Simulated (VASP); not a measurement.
# Li in VASP: further runs

Li is run at these levels: PBE; tasks: single point.

Everything below comes from runs of VASP 6.6.1. Logs are shortened: lines on timing, memory, paths and dates and some standing lists are left out, and cuts for length are marked.

## Step 1: The cell of the first run

The cell holds layers a few Å apart, 2 atoms: a = 3.039 Å, b = 3.039 Å, c = 6.493 Å, α = 108.18°, β = 108.18°, γ = 109.47°.

## Step 2: Single point, PBE

INCAR

```
ALGO = Normal
EDIFF = 1E-6
ENCUT = 520
GGA = PE
ISIF = 2
ISMEAR = 1
LASPH = T
LCHARG = F
LREAL = F
LWAVE = F
NBANDS = 10
NELM = 100
PREC = Accurate
SIGMA = 0.1
```

KPOINTS

```
k-points
0
Gamma
  7 7 7
```

POSCAR

```
Li
1.0
   -1.7546500000      1.7546500000      1.7546500000
    1.7546500000     -1.7546500000      1.7546500000
    3.8628533906      3.8628533906     -3.5093000000
Li
2
Direct
    0.0000000000      0.0000000000      0.0000000000
   -0.0457632422     -0.0457632422      0.4542367578
```

Potentials or basis: VASP PAW PBE potentials, release 64 (Li_sv).

On the command line:

```bash
cat potpaw_PBE.64/Li_sv/POTCAR > POTCAR
mpirun -np 1 vasp_std > vasp.out
```

OUTCAR:

```text
EDIFF = 1E-6
   ENCUT = 520
   GGA = PE
   ISIF = 2
   ISMEAR = 1
   LASPH = T
   LREAL = F
   NELM = 100
   PREC = Accurate

 ion  position               nearest neighbor table
   1  0.000  0.000  0.000-
   2  0.954  0.954  0.454-

  LATTYP: Found a base centered orthorhombic cell.
 ALAT       =     3.5093000000
 B/A-ratio  =     1.4142135624
 C/A-ratio  =     1.5566921194

  Lattice vectors:

 A1 = (  -1.7546500000,   1.7546500000,   1.7546500000)
 A2 = (   1.7546500000,  -1.7546500000,   1.7546500000)
 A3 = (   3.8628533906,   3.8628533906,   0.0000000000)

Analysis of symmetry for initial positions (statically):
=====================================================================
 Subroutine PRICEL returns:
 Original cell was already a primitive cell.

 Routine SETGRP: Setting up the symmetry group for a
 base centered orthorhombic supercell.

 Subroutine GETGRP returns: Found  8 space group operations
 (whereof  4 operations were pure point group operations)
 out of a pool of  8 trial point group operations.

The static configuration has the point symmetry C_2v.
 The point group associated with its full space group is D_2h.

Analysis of symmetry for dynamics (positions and initial velocities):
=====================================================================
 Subroutine PRICEL returns:
 Original cell was already a primitive cell.

 Routine SETGRP: Setting up the symmetry group for a
 base centered orthorhombic supercell.

 Subroutine GETGRP returns: Found  8 space group operations
 (whereof  4 operations were pure point group operations)
 out of a pool of  8 trial point group operations.

The dynamic configuration has the point symmetry C_2v.
 The point group associated with its full space group is D_2h.

 Subroutine INISYM returns: Found  8 space group operations
 (whereof  4 operations are pure point group operations),
 and found     1 'primitive' translations

----------------------------------------------------------------------------------------

                                     Primitive cell

  volume of cell :      47.5718

  direct lattice vectors                    reciprocal lattice vectors
    -1.754650000  1.754650000  1.754650000    -0.013040561  0.271916553  0.284957114
     1.754650000 -1.754650000  1.754650000     0.271916553 -0.013040561  0.284957114
     3.862853391  3.862853391 -3.509300000     0.129437996  0.129437996  0.000000000

  length of vectors
     3.039142950  3.039142950  6.492954576     0.394092914  0.394092914  0.183052969

  position of ions in fractional coordinates (direct lattice)
     0.000000000  0.000000000  0.000000000
     0.954236758  0.954236758  0.454236758

  ion indices of the primitive-cell ions
   primitive index   ion index
                 1           1
                 2           2

----------------------------------------------------------------------------------------

 KPOINTS: k-points

Automatic generation of k-mesh.
 Grid dimensions read from file:
 generate k-points for:    7    7    7

 Generating k-lattice:

  Cartesian coordinates                     Fractional coordinates (reciprocal lattice)
    -0.001862937  0.038845222  0.040708159     0.142857143  0.000000000 -0.000000000
     0.038845222 -0.001862937  0.040708159     0.000000000  0.142857143 -0.000000000
     0.018491142  0.018491142  0.000000000     0.000000000  0.000000000  0.142857143

  Length of vectors
     0.056298988  0.056298988  0.026150424

  Shift w.r.t. Gamma in fractional coordinates (k-lattice)
     0.000000000  0.000000000  0.000000000

 Subroutine IBZKPT returns following result:
 ===========================================

 Found     64 irreducible k-points:

 Following reciprocal coordinates:
            Coordinates               Weight
  0.000000  0.000000  0.000000      1.000000
  0.142857 -0.000000  0.000000      8.000000
  0.285714  0.000000  0.000000      8.000000
  0.428571 -0.000000  0.000000      8.000000
  0.142857  0.142857  0.000000      4.000000
  0.285714  0.142857  0.000000      8.000000
[... 16 lines left out ...]
  0.142857  0.142857  0.142857      4.000000
  0.428571  0.142857  0.142857      8.000000
 [... further k-points ...]
   k-points           NKPTS =     64   k-points in BZ     NKDIM =     64   number of bands    NBANDS=     10
   number of dos      NEDOS =    301   number of ions     NIONS =      2
   total plane-waves  NPLWV =  27648
   dimension x,y,z NGX =    24 NGY =   24 NGZ =   48
   dimension x,y,z NGXF=    48 NGYF=   48 NGZF=   96
   ions per type =               2
   NGX,Y,Z   is equivalent  to a cutoff of  13.13, 13.13, 12.29 a.u.
   NGXF,Y,Z  is equivalent  to a cutoff of  26.26, 26.26, 24.58 a.u.
 SYSTEM =  unknown system
   PREC   = accura    normal or accurate (medium, high low for compatibility)
   ISTART =      0    job   : 0-new  1-cont  2-samecut
   ICHARG =      2    charge: 1-file 2-atom 10-const
   ISPIN  =      1    spin polarized calculation?
   LNONCOLLINEAR =      F non collinear calculations
   LSORBIT =      F    spin-orbit coupling
   LASPH  =      T    aspherical Exc in radial PAW
   ENCUT  =  520.0 eV  38.22 Ry    6.18 a.u.   5.65  5.65 12.07*2*pi/ulx,y,z
   NELM   =    100;   NELMIN=  2; NELMDL= -5     # of ELM steps
   EDIFF  = 0.1E-05   stopping-criterion for ELM
   LREAL  =      F    real-space projection
   EDIFFG = 0.1E-04   stopping-criterion for IOM
   NSW    =      0    number of steps for IOM
   IBRION =     -1    ionic relax: 0-MD 1-quasi-New 2-CG
   NFREE  =      0    steps in history (QN), initial steepest desc. (CG)
   ISIF   =      2    stress and relaxation
   ISYM   =      2    0-nonsym 1-usesym 2-fastsym
   POTIM  = 0.5000    time-step for ionic-motion
   TEBEG  =    0.0;   TEEND  =   0.0 temperature during run
   PSTRESS=    0.0 pullay stress
   NELECT =       6.0000    total number of electrons
   NUPDOWN=      -1.0000    fix difference up-down
   EMIN   =  10.00;   EMAX   =-10.00  energy-range for DOS
   EFERMI =   0.00;   METHOD = LEGACY
   ISMEAR =     1;   SIGMA  =   0.10  broadening in eV -4-tet -1-fermi 0-gaus
   EFERMI_NEDOS =   21; number of points for ismear=-14 and -15
   IALGO  =     38    algorithm
   IMIX   =      4    mixing-type and parameters
     AMIX     =   0.40;   BMIX     =  1.00
     AMIX_MAG =   1.60;   BMIX_MAG =  1.00
  volume/ion in A,a.u.               =      23.79       160.52
  Fermi-wavevector in a.u.,A,eV,Ry     =   0.820998  1.551462  9.170843  0.674038
  Thomas-Fermi vector in A             =   1.932079
   LORBIT       =      0    0 simple, 1 ext, 2 COOP (PROOUT), +10 PAW based schemes
   GGA     = PE    functional components
   LHFCALC =     F    Hartree Fock is set to
   AEXX    =    0.0000 exact exchange contribution
   IVDW    =     0    specifies the selected vdW correction
   LEPSILON=     F    determine dielectric tensor
   LRPA    =     F    only Hartree local field effects (RPA)
 non-spin polarized calculation
 Methfessel and Paxton  Order N= 1 SIGMA  =   0.10
  energy-cutoff  :      520.00
  volume of cell :       47.57
 maximum number of plane-waves:      1299
   NGX = 11   NGY = 11   NGZ = 25

 number of electron       6.0000004 magnetization

 Free energy of the ion-electron system (eV)
  ---------------------------------------------------
  ext. energy  EPLUGINS =         0.00000000
  ---------------------------------------------------
  free energy    TOTEN  =        -3.74525772 eV

  energy without entropy =       -3.74606818  energy(sigma->0) =       -3.74552787

 E-fermi :   0.1287     XC(G=0):  -6.6564

 val. band max:        0.0605723117   @ k =   0.0000   0.0000   0.0000
 cond. band min:       0.1296809296   @ k =  -0.2857   0.4286   0.2857
 fundamental gap:      0.0691086179
 Fermi energy:         0.1287078228

 k-point     1 :       0.0000    0.0000    0.0000
  band No.  band energies     occupation
      1     -46.6129      2.00000
      2     -46.6039      2.00000
      3      -3.1406      2.00000
      4       0.0606      1.90639
      5       2.1969      0.00000
      6      10.4046      0.00000
      7      11.7219      0.00000
      8      12.2458      0.00000
      9      13.4863      0.00000
     10      13.5329      0.00000

 k-point     2 :       0.1429   -0.0000    0.0000
  band No.  band energies     occupation
      1     -46.6109      2.00000
      2     -46.6032      2.00000
      3      -2.7729      2.00000
      4      -0.0642      2.02000
      5       3.0045      0.00000
      6       8.4820      0.00000
      7      10.8222      0.00000
      8      11.2789      0.00000
      9      11.3216      0.00000
     10      13.0276      0.00000

 k-point     3 :       0.2857    0.0000    0.0000
  band No.  band energies     occupation
      1     -46.6062      2.00000
      2     -46.6016      2.00000
      3      -1.6779      2.00000
      4       0.0235      2.05946
      5       4.3872      0.00000
      6       6.2879      0.00000
      7       7.2508      0.00000
      8       9.9147      0.00000
      9      10.6782      0.00000
     10      11.8625      0.00000

 k-point     4 :       0.4286   -0.0000    0.0000
  band No.  band energies     occupation
      1     -46.6020      2.00000
      2     -46.6007      2.00000
      3      -0.0240      2.05282
      4       0.4672     -0.00002
      5       3.2967      0.00000
      6       3.9087      0.00000
      7       8.1419      0.00000
      8       9.1515      0.00000
      9      10.7348      0.00000
     10      11.1544      0.00000
[... 222 lines left out ...]
 k-point    22 :      -0.1429    0.0000    0.1429
  band No.  band energies     occupation
      1     -46.6111      2.00000
      2     -46.6030      2.00000
      3      -2.8521      2.00000
      4       0.4278     -0.00020
      5       2.3341      0.00000
      6       8.4058      0.00000
      7      10.7542      0.00000
      8      11.7994      0.00000
      9      11.8639      0.00000
     10      13.1879      0.00000

 k-point    23 :       0.1429    0.1429    0.1429
  band No.  band energies     occupation
      1     -46.6074      2.00000
      2     -46.6033      2.00000
      3      -1.6804      2.00000
      4      -1.0342      2.00000
      5       6.1937      0.00000
      6       7.5579      0.00000
      7       7.8993      0.00000
      8       8.4814      0.00000
      9       9.3429      0.00000
     10       9.6717      0.00000

 k-point    24 :       0.4286    0.1429    0.1429
  band No.  band energies     occupation
      1     -46.6006      2.00000
      2     -46.5999      2.00000
      3       0.5022     -0.00000
      4       0.9566     -0.00000
      5       3.3816      0.00000
      6       3.9749      0.00000
      7       7.2864      0.00000
      8       7.8011      0.00000
      9       8.4293      0.00000
     10      10.6240      0.00000

 [... further k-points ...]

------------------------ aborting loop because EDIFF is reached ----------------------------------------

  FORCE on cell =-STRESS in cart. coord.  units (eV):
  Direction    XX          YY          ZZ          XY          YZ          ZX
  --------------------------------------------------------------------------------------
  -------------------------------------------------------------------------------------
  Total       -0.4511453     -0.4511453     -0.5035663     -0.1641904      0.0000000     -0.0000000
  in kB      -15.1941986    -15.1941986    -16.9596941     -5.5297973      0.0000000     -0.0000000
  external PRESSURE =     -15.7826971 kB  Pullay stress =       0.0000000 kB

 VOLUME and BASIS-vectors are now :
 -----------------------------------------------------------------------------
  energy-cutoff  :      520.00
  volume of cell :       47.57
      direct lattice vectors                 reciprocal lattice vectors
    -1.754650000  1.754650000  1.754650000    -0.013040561  0.271916553  0.284957114
     1.754650000 -1.754650000  1.754650000     0.271916553 -0.013040561  0.284957114
     3.862853391  3.862853391 -3.509300000     0.129437996  0.129437996  0.000000000

 POSITION                                       TOTAL-FORCE (eV/Angst)
 -----------------------------------------------------------------------------------
      0.00000      0.00000      0.00000        -0.116804     -0.116804     -0.000000
      1.75465      1.75465      1.75465         0.116804      0.116804      0.000000
 -----------------------------------------------------------------------------------
    total drift:                               -0.000012     -0.000012     -0.000003

  FREE ENERGIE OF THE ION-ELECTRON SYSTEM (eV)
  ---------------------------------------------------
  free  energy   TOTEN  =        -3.7452577169 eV

  energy  without entropy=       -3.7460681762  energy(sigma->0) =       -3.74552787
```

Run time: 31 s. Hardware: 1 thread of Intel Xeon 8259CL, shared host; peak memory 0.17 GiB.

Results:

| Quantity | Value |
| --- | --- |
| Free energy | -3.7453 eV |
| Largest force | 0.165 eV/Å |
| Band gap on the k mesh | zero (bands 3 and 4 overlap by 3.56 eV) |

Forces on the atoms (eV/Å):
```
Li  -0.117 -0.117  0.000
Li   0.117  0.117  0.000
```

Levels at points of the mesh, in eV from the Fermi level:
| k point | band 1 | band 2 | band 3 | band 4 | band 5 | band 6 | band 7 | band 8 |
| --- | --- | --- | --- | --- | --- | --- | --- | --- |
| (0.00, 0.00, 0.00) | -46.74 | -46.73 | -3.27 | -0.07 | 2.07 | 10.28 | 11.59 | 12.12 |

Caveat: the cutoff is under 1.25 times the usual one of these potentials, so pressure, stress and relaxed cells hold a basis-set (Pulay) error.

## Step 3: Single point, PBE

This run uses another cell than the first one, of 25.96 Å³/atom.

INCAR

```
  ALGO = Normal
  EDIFF = 1E-7
  ENCUT = 520
  GGA = PE
  ISIF = 2
  ISMEAR = 1
  LASPH = T
  LCHARG = F
  LREAL = F
  LWAVE = F
  NBANDS = 10
  NELM = 60
  PREC = Accurate
  SIGMA = 0.1
```

KPOINTS is that of step 2.

POSCAR

```
Li
1.0
   -1.7546500000      1.7546500000      1.7546500000
    1.7546500000     -1.7546500000      1.7546500000
    4.2164067812      4.2164067812     -3.5093000000
Li
2
Direct
    0.0000000000      0.0000000000      0.0000000000
   -0.0838518219     -0.0838518219      0.4161481781
```

Potentials or basis: VASP PAW PBE potentials, release 64 (Li_sv).

On the command line:

```bash
cat potpaw_PBE.64/Li_sv/POTCAR > POTCAR
mpirun -np 1 vasp_std > vasp.out
```

It took 27 s on 1 thread of Intel Xeon 8259CL, shared host; peak memory 0.18 GiB.

It converged, with:

```
Free energy            : -3.6362 eV
Largest force          : 0.148 eV/Å
Band gap on the k mesh : zero (bands 3 and 4 overlap by 3.33 eV)
```

Forces on the atoms (eV/Å):
```
Li  -0.105 -0.105  0.000
Li   0.105  0.105  0.000
```

Levels at points of the mesh, in eV from the Fermi level:
```tsv
k point	band 1	band 2	band 3	band 4	band 5	band 6
(0.00, 0.00, 0.00)	-46.92	-46.91	-3.20	-0.29	1.14	10.37
```

Caveat: the cutoff is under 1.25 times the usual one of these potentials, so pressure, stress and relaxed cells hold a basis-set (Pulay) error.

The gap in the log of VASP goes by the Fermi energy; the results here count the filled bands.